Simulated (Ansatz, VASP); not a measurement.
# PbO2: VASP beside Ansatz

The input INCAR:

```
PREC     = Accurate       # precision mode
ENCUT    = 600            # plane-wave cutoff, eV
EDIFF    = 1E-6           # SCF threshold, eV
ISMEAR   = -1             # smearing method
SIGMA    = 0.2585199978643553 # smearing width, eV
LREAL    = F              # projectors in reciprocal space
LASPH    = T              # aspherical terms in the spheres
NELM     = 120            # most SCF steps
ALGO     = Normal         # electronic algorithm
ISIF     = 2              # what is computed and relaxed
LWAVE    = F              # write WAVECAR
LCHARG   = T              # write CHGCAR
GGA      = PE             # functional
LELF     = T              # ELF
LVHAR    = T            
NBANDS   = 20             # bands
GGA_COMPAT= F
```

Contents of KPOINTS:

```
regular mesh
0
Gamma
  6 6 6
```

POSCAR

```
PbO2
1.0
    0.0000000000      2.7019920000      2.7019920000
    2.7019920000      0.0000000000      2.7019920000
    2.7019920000      2.7019920000      0.0000000000
Pb O
1 2
Direct
    0.0000000000      0.0000000000      0.0000000000
    0.2500000000      0.2500000000      0.2500000000
    0.7500000000      0.7500000000      0.7500000000
```

Input for Ansatz:

```yaml
crystal:
  lattice:
    - [0.0, 2.701992, 2.701992]
    - [2.701992, 0.0, 2.701992]
    - [2.701992, 2.701992, 0.0]
  atoms:
    - { symbol: Pb, position: [0.0, 0.0, 0.0] }
    - { symbol: O, position: [0.25, 0.25, 0.25] }
    - { symbol: O, position: [0.75, 0.75, 0.75] }
basis:
  ecutwfc: 420
kpoints:
  mp_grid: { grid: [6, 6, 6] }
hamiltonian:
  xc: pbe
scf:
  occupations: { method: fermi_dirac, width: "3000 K" }
  max_iter: 95
output:
  forces: true
  stress: true
  eigenvalues: true
```

Alike in both runs: task single point; functional PBE; k mesh 6 × 6 × 6; no spin polarisation.

```csv
,VASP,Ansatz
version,VASP 6.6.1,Ansatz 0.2.0
potentials or method,"VASP PAW PBE potentials, release 64 (Pb_d, O), cutoff 600 eV","scalar-relativistic, plane waves, PAW"
occupations,"fermi-dirac, width 0.25852 eV",fermi-dirac
valence electrons in the cell,26,26
```

|  | VASP | Ansatz | Ansatz less VASP |
| --- | --- | --- | --- |
| gap on the k mesh at the Fermi level (eV) | none | none | - |
| pressure (GPa) | 1.6 | 1.5 | -0.09 |

A gap of «none» marks a metal or a gap that the smearing closes.

Spin-orbit coupling is off throughout.
